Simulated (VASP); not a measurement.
Input of a VASP 6.6.1 run:

Contents of INCAR:

```
SYSTEM = Mg
  ALGO = Normal
  EDIFF = 1E-7
  ENCUT = 520
  ISIF = 2
  ISMEAR = -1
  LASPH = .TRUE.
  LCHARG = .TRUE.
  LELF = .TRUE.
  LREAL = .FALSE.
  LVHAR = .TRUE.
  LWAVE = .FALSE.
  NBANDS = 10
  NELM = 100
  PREC = Accurate
  SIGMA = 0.1
```

File KPOINTS:

```
k-points
0
G
  8 8 12
  0 0 0
```

Contents of POSCAR:

```
Mg
1.0
    5.0707751209      0.0000000000      0.0000000000
   -2.5353875605      4.3914200716      0.0000000000
    0.0000000000      0.0000000000      3.0727930506
Mg
3
Direct
    1.0000000000      0.0000000000      0.0000000000
    0.3333333333      0.6666666667      0.5000000000
    0.6666666667      0.3333333333      0.5000000000
```

Potentials or basis: VASP PAW LDA potentials, release 64 (Mg).

Launch:

```sh
$ cat potpaw_LDA.64/Mg/POTCAR > POTCAR
$ mpirun -np 1 vasp_std > vasp.out
```

Predict the pressure.

-1.7 GPa.

Estimate the band gap on the k mesh.

zero (band 3 reaches 6.03 eV, above the bottom of band 4 at 1.52 eV).

Stress tensor (GPa, compression positive):
```
-1.73  0.00  0.00
 0.00 -1.73  0.00
 0.00  0.00 -1.64
```
